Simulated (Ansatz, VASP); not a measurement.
# One calculation of Be3CdS4, two programs

```xyz
16
Lattice="7.2300 0.0000 0.0000 0.0000 6.2600 0.0000 0.0000 0.0000 5.9000" Properties=species:S:1:pos:R:3 pbc="T T T"
Be    3.6150    5.2165    0.0000
Be    5.4225    2.0865    0.0000
Be    1.8075    2.0865    0.0000
Be    0.0000    1.0435    2.9500
Be    1.8075    4.1735    2.9500
Be    5.4225    4.1735    2.9500
Cd    3.6150    1.0435    2.9500
Cd    0.0000    5.2165    0.0000
S     3.6150    5.2165    2.1535
S     5.4225    2.0865    2.1535
S     1.8075    2.0865    2.1535
S     3.6150    1.0435    5.3395
S     0.0000    1.0435    5.1035
S     1.8075    4.1735    5.1035
S     5.4225    4.1735    5.1035
S     0.0000    5.2165    2.3895
```

Alike in both runs: task relaxation of cell and atoms; functional PBE; k mesh 2 × 2 × 2; occupations gaussian, width 0.15 eV; no spin polarisation.

|  | VASP | Ansatz |
| --- | --- | --- |
| version | VASP 6.6.1 | Ansatz 0.2.0 |
| potentials or method | VASP PAW PBE potentials, release 64 (Be, Cd, S), cutoff 600 eV | scalar-relativistic, plane waves, PAW |
| valence electrons in the cell | 84 | 100 |

Ansatz gave:

| Property | Result |
| --- | --- |
| gap on the k mesh at the Fermi level, each at its own relaxed structure (eV) | 3.22 |
| relaxed volume (Å³/atom) | 16.87 |
| relaxed length of the cell vector where the two differ most in proportion (Å) | 7.283 |

**Question.** What did VASP give for the same quantities?

**Answer.** gap on the k mesh at the Fermi level, each at its own relaxed structure (eV): 3.19; relaxed volume (Å³/atom): 16.94; relaxed length of the cell vector where the two differ most in proportion (Å): 7.308.

VASP's potentials hold 84 valence electrons a cell and Ansatz's 100, so a difference there can come from the potentials and not from the codes.

The k mesh is coarse, so the values compare programs but aren't converged.
